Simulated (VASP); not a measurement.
Mo, 1 atom in the cell. The structure is cubic, space group Im-3m (No. 229). Conventional cell: a = 3.168 Å, b = 3.168 Å, c = 3.168 Å, α = 90.00°, β = 90.00°, γ = 90.00°. Mo (site symmetry m-3m) has 14 Mo at 2.74 to 3.17 Å within 3.6 Å. 

| Property | Result |
| --- | --- |
| Program | VASP 6.6.1 |
| Task | single point |
| Functional | PBE |
| Potentials or basis | VASP PAW PBE potentials, release 64 (Mo_sv) |
| Cutoff | 400 eV |
| k mesh | 10 × 10 × 10 |
| Occupations | fermi-dirac, width 0.1 eV |
| Spin | no spin polarisation |
| Dipole correction | no |
| k mesh for the DOS | 15 × 15 × 15 |
| Occupations for the DOS | tetrahedron |
| Further INCAR settings | ALGO = Normal; EDIFF = 1e-06; NBANDS = 13 |

Potentials or basis: VASP PAW PBE potentials, release 64 (Mo_sv).

Command:

```sh
$ cat potpaw_PBE.64/Mo_sv/POTCAR > POTCAR
$ cp INCAR.step1 INCAR
$ cp KPOINTS.step1 KPOINTS
$ mpirun -np 1 vasp_std > vasp.out
$ cp INCAR.step2 INCAR
$ cp KPOINTS.step2 KPOINTS
$ mpirun -np 1 vasp_std > vasp.out
```

Hardware: 1 thread of Intel(R) Xeon(R) Platinum 8488C (Sapphire Rapids) (shared host).

Q: Estimate the wall time of this run.

A: It took 15 s on 1 thread of Intel(R) Xeon(R) Platinum 8488C (Sapphire Rapids) (shared host), peak memory 0.13 GiB. Counts: k points 120.
